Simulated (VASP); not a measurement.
Set up this calculation in VASP 6.6.1, as the native input.

| Quantity | Value |
| --- | --- |
| Task | single point |
| Functional | PBE |
| Potentials or basis | VASP PAW PBE potentials, release 64 (Mg, Ge_d, N) |
| Cutoff | 520 eV |
| k mesh | 4 × 4 × 4 |
| Occupations | gaussian, width 0.1 eV |
| Spin | no spin polarisation |
| Dipole correction | no |
| Further INCAR settings | ALGO = Normal; EDIFF = 1e-06; NBANDS = 57 |

The structure of MgGe2N3 lies in POSCAR:

```
MgGe2N3
1.0
    5.3670830303      0.0001744028     -0.0000600328
   -0.0104449059      5.6477990145     -0.0001038235
   -0.0303075201     -2.7209136631      5.0607557435
Mg Ge N
2 4 6
Direct
    0.9961490522      0.3324599336      0.3411637283
    0.4940397698      0.6542785024      0.6604015781
    0.5051838353      0.9951947265      0.3178456893
    0.9387848285      0.0048157243      0.6713668805
    0.5015452932      0.3404234943      0.0075430120
    0.9777281306      0.6650510411      0.9985539406
    0.3827984290      0.2978326560      0.2977721568
    0.8474335989      0.9714065277      0.2730563538
    0.5317125449      0.0304106869      0.6651375804
    0.8856956507      0.6505902890      0.6847589785
    0.8428710909      0.3921885488      0.0507758281
    0.3460577753      0.6653478694      0.0316242736
```

The input as run:

INCAR

```
PREC = Accurate
ENCUT = 520
EDIFF = 1E-6
ISMEAR = 0
SIGMA = 0.1
LREAL = False
LASPH = True
NELM = 60
ALGO = Normal
ISIF = 2
LWAVE = False
LCHARG = False
GGA = PE
NBANDS = 57
```

KPOINTS

```
regular mesh
0
Gamma
  4 4 4
```

Potentials or basis: VASP PAW PBE potentials, release 64 (Mg, Ge_d, N).

The run is started by

```bash
$ cat potpaw_PBE.64/Mg/POTCAR potpaw_PBE.64/Ge_d/POTCAR potpaw_PBE.64/N/POTCAR > POTCAR
$ mpirun -np 1 vasp_std > vasp.out
```

Results of the run:

The pressure is -0.3 GPa and the largest force is 0.036 eV/Å. The band gap on the k mesh is 1.02 eV, indirect (least direct gap 1.32 eV).

It took 4.1 min on 1 thread of Intel(R) Xeon(R) Platinum 8488C (Sapphire Rapids), on a shared host, peak memory 0.42 GiB.
